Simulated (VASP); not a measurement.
# Hf: single point with PBE

The system is Hf.

```
Hf
1.0
     4.27941    0.00000    0.00000
     0.00000    4.27941    0.00000
     0.00000    0.00000    4.27941
Hf
3
Direct
  0.00000 0.50000 0.50000
  0.50000 0.00000 0.50000
  0.50000 0.50000 0.00000
```

The cell was built from a structure type or drawn by symmetry, and may not be a known phase.

* Program: VASP 6.6.1
* Task: single point
* Functional: PBE
* Potentials or basis: VASP PAW PBE potentials, release 64 (Hf_pv)
* Cutoff: 520 eV
* k mesh: 4 × 4 × 4
* Occupations: gaussian, width 0.1 eV
* Spin: no spin polarisation

```yaml
Pressure: -0.4 GPa
Band_gap_on_the_k_mesh: zero (bands 15 and 16 overlap by 2.59 eV)
```

Levels at points of the mesh, in eV from the Fermi level:
```csv
k point,band 13,band 14,band 15,band 16,band 17,band 18
"(0.00, 0.00, 0.00)",-1.74,-1.34,-1.34,-1.34,3.59,3.59
"(0.50, 0.00, 0.00)",-0.86,-0.03,-0.03,0.28,1.06,1.06
"(0.50, 0.50, 0.00)",-1.09,-0.17,0.04,0.14,0.14,1.31
"(0.50, 0.50, 0.50)",-2.40,1.24,1.24,1.24,1.36,1.79
```

Run time: 14 s on 1 thread of Intel(R) Xeon(R) Platinum 8559C (Emerald Rapids), with other jobs on the host, peak memory 0.17 GiB.

Caveat: the k points lie up to 0.37 Å⁻¹ apart, too coarse for converged energies and pressures of a metal; spin-orbit coupling is left out, which moves the levels of the heavy elements.
